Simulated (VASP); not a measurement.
In3S2, 10 atoms in the cell. The structure is hexagonal, space group P6/mmm (No. 191). Conventional cell: a = 5.456 Å, b = 5.456 Å, c = 10.721 Å, α = 90.00°, β = 90.00°, γ = 120.00°. Within 3.4 Å of In (site symmetry 3m) lie 1 S at 2.58 Å and 6 In at 3.15 to 3.16 Å. In (site symmetry 6mm) has 2 S at 2.52 to 2.85 Å and 6 In at 3.16 Å within 3.3 Å. Within 3.3 Å of S (site symmetry 6/mmm) lie 2 In at 2.52 Å. S (site symmetry -6m2) has 2 In at 2.58 Å and 6 S at 3.15 Å within 3.4 Å. Within 3.7 Å of S (site symmetry 6/mmm) lie 2 In at 2.85 Å and 6 S at 3.15 Å. 

* Program: VASP 6.6.1
* Task: single point
* Functional: PBE
* Potentials or basis: VASP PAW PBE potentials, release 64 (In_d, S)
* Cutoff: 520 eV
* k mesh: 6 × 6 × 2
* Occupations: gaussian, width 0.1 eV
* Spin: no spin polarisation
* Dipole correction: no
* Further INCAR settings: ALGO = Normal; EDIFF = 1e-06; NBANDS = 62

Potentials or basis: VASP PAW PBE potentials, release 64 (In_d, S).

The run is started by

```bash
$ cat potpaw_PBE.64/In_d/POTCAR potpaw_PBE.64/S/POTCAR > POTCAR
$ mpirun -np 1 vasp_std > vasp.out
```

Hardware: 1 thread of AMD EPYC 9R45 96-Core Processor (Zen 5) (shared host).

Problem. How long does it take, and how much memory?

Solution. It took 2.8 min on 1 thread of AMD EPYC 9R45 96-Core Processor (Zen 5) (shared host), peak memory 0.42 GiB. Counts: scf iterations 18, k points 14.
